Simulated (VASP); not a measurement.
# Hg (C2/c) in VASP: single point with PBE

Aim: the single point of Hg with PBE.

All numbers are computed with VASP 6.6.1; they aren't measurements. Logs are shortened: lines on timing, memory, paths and dates and some standing lists are left out, and cuts for length are marked.

**1. The cell of the first run**

Symmetry: C2/c, No. 15, monoclinic system. Conventional cell: a = 3.108 Å, b = 7.921 Å, c = 4.242 Å, α = 90.00°, β = 102.23°, γ = 90.00°. Hg (site symmetry 2) has 10 Hg at 2.97 to 3.96 Å within 4.0 Å.

**2. Single point, PBE (25.52 Å³/atom)**

Contents of INCAR:

```
SYSTEM = Hg
ALGO     = Normal         ! electronic algorithm
EDIFF    = 1E-6           ! SCF threshold, eV
ENCUT    = 520            ! plane-wave cutoff, eV
GGA      = PE             ! functional
ISIF     = 2              ! what is computed and relaxed
ISMEAR   = -1             ! smearing method
LASPH    = .TRUE.         ! aspherical terms in the spheres
LCHARG   = .FALSE.        ! write CHGCAR
LREAL    = .FALSE.        ! projectors in reciprocal space
LWAVE    = .FALSE.        ! write WAVECAR
NBANDS   = 19             ! bands
NELM     = 60             ! most SCF steps
PREC     = Accurate       ! precision mode
SIGMA    = 0.1            ! smearing width, eV
```

Contents of KPOINTS:

```
k-points
0
G
  12 12 8
  0 0 0
```

Contents of POSCAR:

```
Hg
1.0
   -2.7125340786      2.8882686725      1.5491476284
    2.8882686725     -2.7125340786      1.5491476284
    2.8713165016      2.8713165016     -1.2272893976
Hg
2
Direct
    0.0065182304      0.9934817696      1.0000000000
    0.7434817696      0.2565182304      0.5000000000
```

Potentials or basis: VASP PAW PBE potentials, release 64 (Hg).

On the command line:

```bash
$ cat potpaw_PBE.64/Hg/POTCAR > POTCAR
$ mpirun -np 1 vasp_std > vasp.out
```

OUTCAR:

```text
SYSTEM = Hg
   EDIFF = 1E-6
   ENCUT = 520
   GGA = PE
   ISIF = 2
   ISMEAR = -1
   LASPH = .TRUE.
   LREAL = .FALSE.
   NELM = 60
   PREC = Accurate

 ion  position               nearest neighbor table
   1  0.007  0.993  0.000-   2 2.97   2 2.97   2 3.01   2 3.01   2 3.44   2 3.44
   2  0.743  0.257  0.500-   1 2.97   1 2.97   1 3.01   1 3.01   1 3.44   1 3.44

  LATTYP: Found a base centered monoclinic cell.
 ALAT       =     3.1082469003
 B/A-ratio  =     2.5482953783
 C/A-ratio  =     1.3647789040
 COS(beta)  =    -0.2118498928

  Lattice vectors:

 A1 = (  -2.7125340786,   2.8882686725,   1.5491476284)
 A2 = (   2.8882686725,  -2.7125340786,   1.5491476284)
 A3 = (   2.8713165016,   2.8713165016,  -1.2272893976)

Analysis of symmetry for initial positions (statically):
=====================================================================
 Subroutine PRICEL returns:
 Original cell was already a primitive cell.

 Routine SETGRP: Setting up the symmetry group for a
 base centered monoclinic supercell.

 Subroutine GETGRP returns: Found  4 space group operations
 (whereof  2 operations were pure point group operations)
 out of a pool of  4 trial point group operations.

The static configuration has the point symmetry C_2 .
 The point group associated with its full space group is C_2h.

Analysis of symmetry for dynamics (positions and initial velocities):
=====================================================================
 Subroutine PRICEL returns:
 Original cell was already a primitive cell.

 Routine SETGRP: Setting up the symmetry group for a
 base centered monoclinic supercell.

 Subroutine GETGRP returns: Found  4 space group operations
 (whereof  2 operations were pure point group operations)
 out of a pool of  4 trial point group operations.

The dynamic configuration has the point symmetry C_2 .
 The point group associated with its full space group is C_2h.

 Subroutine INISYM returns: Found  4 space group operations
 (whereof  2 operations are pure point group operations),
 and found     1 'primitive' translations

----------------------------------------------------------------------------------------

                                     Primitive cell

  volume of cell :      51.0338

  direct lattice vectors                    reciprocal lattice vectors
[... 82 lines left out ...]
   LNONCOLLINEAR =      F non collinear calculations
   LSORBIT =      F    spin-orbit coupling
   LASPH  =      T    aspherical Exc in radial PAW
   ENCUT  =  520.0 eV  38.22 Ry    6.18 a.u.   7.91  7.91  7.89*2*pi/ulx,y,z
   NELM   =     60;   NELMIN=  2; NELMDL= -5     # of ELM steps
   EDIFF  = 0.1E-05   stopping-criterion for ELM
   LREAL  =      F    real-space projection
   EDIFFG = 0.1E-04   stopping-criterion for IOM
   NSW    =      0    number of steps for IOM
   IBRION =     -1    ionic relax: 0-MD 1-quasi-New 2-CG
   NFREE  =      0    steps in history (QN), initial steepest desc. (CG)
   ISIF   =      2    stress and relaxation
   ISYM   =      2    0-nonsym 1-usesym 2-fastsym
   POTIM  = 0.5000    time-step for ionic-motion
   TEBEG  =    0.0;   TEEND  =   0.0 temperature during run
   PSTRESS=    0.0 pullay stress
   NELECT =      24.0000    total number of electrons
   NUPDOWN=      -1.0000    fix difference up-down
   EMIN   =  10.00;   EMAX   =-10.00  energy-range for DOS
   EFERMI =   0.00;   METHOD = LEGACY
   ISMEAR =    -1;   SIGMA  =   0.10  broadening in eV -4-tet -1-fermi 0-gaus
   EFERMI_NEDOS =   21; number of points for ismear=-14 and -15
   IALGO  =     38    algorithm
   IMIX   =      4    mixing-type and parameters
     AMIX     =   0.40;   BMIX     =  1.00
     AMIX_MAG =   1.60;   BMIX_MAG =  1.00
  volume/ion in A,a.u.               =      25.52       172.20
  Fermi-wavevector in a.u.,A,eV,Ry     =   1.273091  2.405793 22.051785  1.620760
  Thomas-Fermi vector in A             =   2.405933
   LORBIT       =      0    0 simple, 1 ext, 2 COOP (PROOUT), +10 PAW based schemes
   GGA     = PE    functional components
   LHFCALC =     F    Hartree Fock is set to
   AEXX    =    0.0000 exact exchange contribution
   IVDW    =     0    specifies the selected vdW correction
   LEPSILON=     F    determine dielectric tensor
   LRPA    =     F    only Hartree local field effects (RPA)
 non-spin polarized calculation
  energy-cutoff  :      520.00
  volume of cell :       51.03
 maximum number of plane-waves:      1391
   NGX = 15   NGY = 15   NGZ = 15

 number of electron      23.9999996 magnetization

 Free energy of the ion-electron system (eV)
  ---------------------------------------------------
  ext. energy  EPLUGINS =         0.00000000
  ---------------------------------------------------
  free energy    TOTEN  =        -0.27712016 eV

  energy without entropy =       -0.25776625  energy(sigma->0) =       -0.26744321

 E-fermi :   2.2708     XC(G=0): -10.3813

 val. band max:        2.2690329923   @ k =   0.4167   0.3333   0.5000
 cond. band min:       2.2866408978   @ k =   0.3333   0.0833  -0.0000
 fundamental gap:      0.0176079055
 Fermi energy:         2.2708023669

 k-point     1 :       0.0000    0.0000    0.0000
  band No.  band energies     occupation
      1      -6.3855      2.00000
      2      -5.6044      2.00000
      3      -5.5378      2.00000
      4      -5.3438      2.00000
      5      -5.1764      2.00000
      6      -4.1421      2.00000
[... 505 lines left out ...]
      6      -4.4632      2.00000
[... 11 lines left out ...]
     18      12.5655      0.00000
     19      14.0478      0.00000

 [... further k-points ...]

------------------------ aborting loop because EDIFF is reached ----------------------------------------

  FORCE on cell =-STRESS in cart. coord.  units (eV):
  Direction    XX          YY          ZZ          XY          YZ          ZX
  --------------------------------------------------------------------------------------
  -------------------------------------------------------------------------------------
  Total        1.2341927      1.2341927      0.9814777      0.0456895     -0.0026894     -0.0026894
  in kB       38.7468216     38.7468216     30.8129682      1.4343959     -0.0844318     -0.0844325
  external PRESSURE =      36.1022038 kB  Pullay stress =       0.0000000 kB

 VOLUME and BASIS-vectors are now :
 -----------------------------------------------------------------------------
  energy-cutoff  :      520.00
  volume of cell :       51.03
      direct lattice vectors                 reciprocal lattice vectors
    -2.712534079  2.888268673  1.549147628    -0.021927231  0.156618603  0.315118472
     2.888268673 -2.712534079  1.549147628     0.156618603 -0.021927231  0.315118472
     2.871316502  2.871316502 -1.227289398     0.170014359  0.170014359 -0.019286351

 POSITION                                       TOTAL-FORCE (eV/Angst)
 -----------------------------------------------------------------------------------
      2.85176     -2.67603      1.54915        -0.006432      0.006432     -0.000000
      0.15983      2.88722      0.93550         0.006432     -0.006432      0.000000
 -----------------------------------------------------------------------------------
    total drift:                               -0.000000      0.000000      0.000000

  FREE ENERGIE OF THE ION-ELECTRON SYSTEM (eV)
  ---------------------------------------------------
  free  energy   TOTEN  =        -0.2771201597 eV

  energy  without entropy=       -0.2577662543  energy(sigma->0) =       -0.26744321
```

Run time: 3.5 min. Hardware: 1 thread of Intel Xeon 8259CL, shared host; peak memory 0.37 GiB.

Results:

| Property | Result |
| --- | --- |
| Free energy | -0.2771 eV |
| Pressure | 3.6 GPa |
| Largest force | 0.009 eV/Å |
| Band gap on the k mesh | zero (bands 12 and 13 overlap by 4.12 eV) |

Forces on the atoms (eV/Å):
```
Hg  -0.006  0.006  0.000
Hg   0.006 -0.006  0.000
```

Stress tensor (GPa, compression positive):
```
 3.87  0.14 -0.01
 0.14  3.87 -0.01
-0.01 -0.01  3.08
```

Caveat: the cell stands under pressure; spin-orbit coupling is left out, which moves the levels of the heavy elements.
